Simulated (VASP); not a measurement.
# Hf (Fm-3m) in VASP: further runs, part 2 of 2

VASP 6.6.1. The steps go on from the part before.

## 3. Relaxation of cell and atoms, r2SCAN, target pressure 5 GPa, at which the enthalpy is minimised

POSCAR reads:

```
Hf
1.0
    0.0000000000      2.2350000000      2.2350000000
    2.2350000000      0.0000000000      2.2350000000
    2.2350000000      2.2350000000      0.0000000000
Hf
1
Direct
    0.0000000000      0.0000000000      0.0000000000
```

INCAR.step1 reads:

```
  PREC = Accurate
  ENCUT = 550
  ISMEAR = -1
  SIGMA = 0.1
  LREAL = False
  LASPH = True
  NELM = 120
  GGA = PE
  ALGO = Normal
  EDIFF = 1E-5
  LWAVE = True
  LCHARG = False
  GGA_COMPAT = False
  IBRION = 2
  ISIF = 3
  EDIFFG = -0.005
  NELMIN = 4
  NSW = 100
```

INCAR.step2 reads:

```
  PREC = Accurate
  ENCUT = 550
  EDIFF = 1E-7
  ISMEAR = -1
  SIGMA = 0.1
  LREAL = False
  LASPH = True
  NELM = 120
  ALGO = Normal
  ISIF = 3
  LWAVE = False
  LCHARG = False
  METAGGA = R2SCAN
  LMIXTAU = True
  IBRION = 2
  NSW = 80
  EDIFFG = -0.02
  PSTRESS = 50.0
  ISTART = 1
  GGA_COMPAT = False
  NELMIN = 4
```

KPOINTS reads:

```
regular mesh
0
Gamma
  10 10 10
```

Potentials or basis: VASP PAW PBE potentials, release 64 (Hf_pv).

Started as:

```bash
$ cat potpaw_PBE.64/Hf_pv/POTCAR > POTCAR
$ cp INCAR.step1 INCAR
$ mpirun -np 1 vasp_std > vasp.out
$ cp INCAR.step2 INCAR
$ mpirun -np 1 vasp_std > vasp.out
```

Run time: 57 s. Hardware: 1 thread of Intel Xeon Platinum 8488C (Sapphire Rapids), shared host; peak memory 0.15 GiB.

The run converged. Its results:

```
Free energy                                                : -45.0730 eV
Relaxed volume                                             : 21.38 Å³/atom
Relaxed cell                                               : a = 3.115 Å, b = 3.115 Å, c = 3.115 Å, α = 60.00°, β = 60.00°, γ = 60.00°
Space group after relaxing (to 0.1 Å)                      : Fm-3m (No. 225)
Energy change on relaxing (the run minimises the enthalpy) : +14.5 meV/atom
Ionic steps                                                : 3
Pressure after relaxing                                    : 4.9 GPa
Band gap on the k mesh                                     : zero (bands 5 and 6 overlap by 2.01 eV)
```

The path:
```csv
step,energy change (eV),largest force (eV/Å),pressure (GPa),volume (Å³)
1,0.0000,0.0000,0.11,22.33
2,0.0772,0.0000,12.33,20.20
3,0.0145,0.0000,4.91,21.38
```

Final structure:
```xyz
1
Lattice="0.0000 2.2029 2.2029 2.2029 0.0000 2.2029 2.2029 2.2029 0.0000" Properties=species:S:1:pos:R:3 pbc="T T T"
Hf    0.0000    0.0000    0.0000
```

Levels at points of the mesh, in eV from the Fermi level:
```csv
k point,band 3,band 4,band 5,band 6,band 7,band 8
"(0.00, 0.00, 0.00)",-30.94,-7.71,1.62,1.62,1.62,4.79
"(0.50, 0.00, 0.00)",-31.06,-3.87,0.53,1.41,1.41,7.01
"(0.50, 0.50, 0.00)",-31.28,-3.53,-2.34,2.70,7.09,7.64
```

Caveat: the cell is relaxed towards a set pressure, so the run minimises the enthalpy, not the energy; the PAW data sets were made with another functional, which shifts forces and pressure a little; spin-orbit coupling is left out, which moves the levels of the heavy elements.

## 4. Relaxation of cell and atoms, r2SCAN, target pressure 10 GPa, at which the enthalpy is minimised

POSCAR is that of step 3.

INCAR.step1 reads:

```
ALGO = Normal
EDIFF = 1E-5
EDIFFG = -0.005
ENCUT = 550
GGA = PE
GGA_COMPAT = F
IBRION = 2
ISIF = 3
ISMEAR = -1
LASPH = T
LCHARG = F
LREAL = F
LWAVE = T
NELM = 120
NELMIN = 4
NSW = 100
PREC = Accurate
SIGMA = 0.1
```

INCAR.step2 reads:

```
ALGO = Normal
EDIFF = 1E-7
EDIFFG = -0.02
ENCUT = 550
GGA_COMPAT = F
IBRION = 2
ISIF = 3
ISMEAR = -1
ISTART = 1
LASPH = T
LCHARG = F
LMIXTAU = T
LREAL = F
LWAVE = F
METAGGA = R2SCAN
NELM = 120
NELMIN = 4
NSW = 80
PREC = Accurate
PSTRESS = 100.0
SIGMA = 0.1
```

KPOINTS reads:

```
k-points
0
Gamma
  10 10 10
```

Started as:

```bash
$ cat potpaw_PBE.64/Hf_pv/POTCAR > POTCAR
$ cp INCAR.step1 INCAR
$ mpirun -np 1 vasp_std > vasp.out
$ cp INCAR.step2 INCAR
$ mpirun -np 1 vasp_std > vasp.out
```

It took 84 s on 1 thread of Intel Xeon Platinum 8488C (Sapphire Rapids), shared host; peak memory 0.16 GiB.

It converged, with:

- Free energy: -45.0345 eV
- Relaxed volume: 20.54 Å³/atom
- Relaxed cell: a = 3.074 Å, b = 3.074 Å, c = 3.074 Å, α = 60.00°, β = 60.00°, γ = 60.00°
- Space group after relaxing (to 0.1 Å): Fm-3m (No. 225)
- Energy change on relaxing (the run minimises the enthalpy): +53.0 meV/atom
- Ionic steps: 4
- Pressure after relaxing: 10.0 GPa
- Band gap on the k mesh: zero (bands 5 and 6 overlap by 2.03 eV)

Step by step:
```
step  energy change (eV)  largest force (eV/Å)  pressure (GPa)  volume (Å³)
   1              0.0000                0.0000            0.11        22.33
   2              0.3407                0.0000           30.41        18.16
   3              0.0495                0.0000            9.58        20.60
   4              0.0530                0.0000            9.96        20.54
```

Final structure:
```
Hf
1.0
     0.00000    2.17383    2.17383
     2.17383    0.00000    2.17383
     2.17383    2.17383    0.00000
Hf
1
Direct
  0.00000 0.00000 0.00000
```

Levels at points of the mesh, in eV from the Fermi level:
```tsv
k point	band 1	band 2	band 3	band 4	band 5	band 6	band 7	band 8	band 9
(0.00, 0.00, 0.00)	-30.79	-30.79	-30.79	-7.84	1.63	1.63	1.63	4.95	4.95
(0.50, 0.00, 0.00)	-31.90	-30.93	-30.93	-4.00	0.69	1.39	1.39	7.29	7.29
(0.50, 0.50, 0.00)	-31.83	-31.18	-31.18	-3.72	-2.51	2.95	7.37	7.96	7.96
```

Caveat: the cell is relaxed towards a set pressure, so the run minimises the enthalpy, not the energy; the PAW data sets were made with another functional, which shifts forces and pressure a little; spin-orbit coupling is left out, which moves the levels of the heavy elements.

## 5. Relaxation of cell and atoms, r2SCAN, target pressure 20 GPa, at which the enthalpy is minimised

POSCAR is that of step 4.

INCAR.step1 reads:

```
ALGO = Normal
EDIFF = 1E-5
EDIFFG = -0.005
ENCUT = 550
GGA = PE
GGA_COMPAT = False
IBRION = 2
ISIF = 3
ISMEAR = -1
LASPH = True
LCHARG = False
LREAL = False
LWAVE = True
NELM = 120
NELMIN = 4
NSW = 100
PREC = Accurate
SIGMA = 0.1
```

INCAR.step2 reads:

```
ALGO = Normal
EDIFF = 1E-7
EDIFFG = -0.02
ENCUT = 550
GGA_COMPAT = False
IBRION = 2
ISIF = 3
ISMEAR = -1
ISTART = 1
LASPH = True
LCHARG = False
LMIXTAU = True
LREAL = False
LWAVE = False
METAGGA = R2SCAN
NELM = 120
NELMIN = 4
NSW = 80
PREC = Accurate
PSTRESS = 200.0
SIGMA = 0.1
```

KPOINTS is that of step 4.

Started as:

```bash
$ cat potpaw_PBE.64/Hf_pv/POTCAR > POTCAR
$ cp INCAR.step1 INCAR
$ mpirun -np 1 vasp_std > vasp.out
$ cp INCAR.step2 INCAR
$ mpirun -np 1 vasp_std > vasp.out
```

It took 94 s on 1 thread of Intel Xeon Platinum 8488C (Sapphire Rapids), shared host; peak memory 0.16 GiB.

Results (log left out):

| Quantity | Value |
| --- | --- |
| Free energy | -44.9113 eV |
| Relaxed volume | 19.21 Å³/atom |
| Relaxed cell | a = 3.006 Å, b = 3.006 Å, c = 3.006 Å, α = 60.00°, β = 60.00°, γ = 60.00° |
| Space group after relaxing (to 0.1 Å) | Fm-3m (No. 225) |
| Energy change on relaxing (the run minimises the enthalpy) | +176.3 meV/atom |
| Ionic steps | 5 |
| Pressure after relaxing | 20.1 GPa |
| Band gap on the k mesh | zero (bands 5 and 6 overlap by 2.03 eV) |

The path:
```csv
step,energy change (eV),largest force (eV/Å),pressure (GPa),volume (Å³)
1,0.0000,0.0000,0.11,22.33
2,1.6294,0.0000,90.84,14.52
3,0.1417,0.0000,17.63,19.51
4,0.1690,0.0000,19.62,19.27
5,0.1763,0.0000,20.13,19.21
```

Final structure:
```yaml
crystal:
  lattice:
    - [0.00000, 2.12578, 2.12578]
    - [2.12578, 0.00000, 2.12578]
    - [2.12578, 2.12578, 0.00000]
  atoms:
    - { symbol: Hf, position: [0.00000, 0.00000, 0.00000] }
```

Levels at points of the mesh, in eV from the Fermi level:
```
           k point  band 3  band 4  band 5  band 6  band 7  band 8
(0.00, 0.00, 0.00)  -30.54   -8.06    1.64    1.64    1.64    5.22
(0.50, 0.00, 0.00)  -30.72   -4.23    0.99    1.36    1.36    7.79
(0.50, 0.50, 0.00)  -31.03   -4.08   -2.82    3.43    7.88    8.54
```

Caveat: the cell is relaxed towards a set pressure, so the run minimises the enthalpy, not the energy; the PAW data sets were made with another functional, which shifts forces and pressure a little; spin-orbit coupling is left out, which moves the levels of the heavy elements.

## 6. Overview

```csv
cell,gap on the mesh (eV),pressure (GPa)
relaxed,none,0.1
relaxed to 5 GPa,none,4.9
relaxed to 10 GPa,none,10.0
relaxed to 20 GPa,none,20.1
```

Alike in all rows: task relaxation of cell and atoms; level r2SCAN; potentials or basis VASP PAW PBE potentials, release 64 (Hf_pv); no spin polarisation; k mesh 10 × 10 × 10; cutoff (eV) 550; smearing fermi-dirac 0.1 eV.

Caveats: the PAW data sets were made with another functional, which shifts forces and pressure a little; spin-orbit coupling is left out, which moves the levels of the heavy elements; the cell is relaxed towards a set pressure, so the run minimises the enthalpy, not the energy (at least some runs); the relaxation stopped at its first step, so nothing moved (at least some runs).

Absolute energies hang on the potentials; compare differences alone.
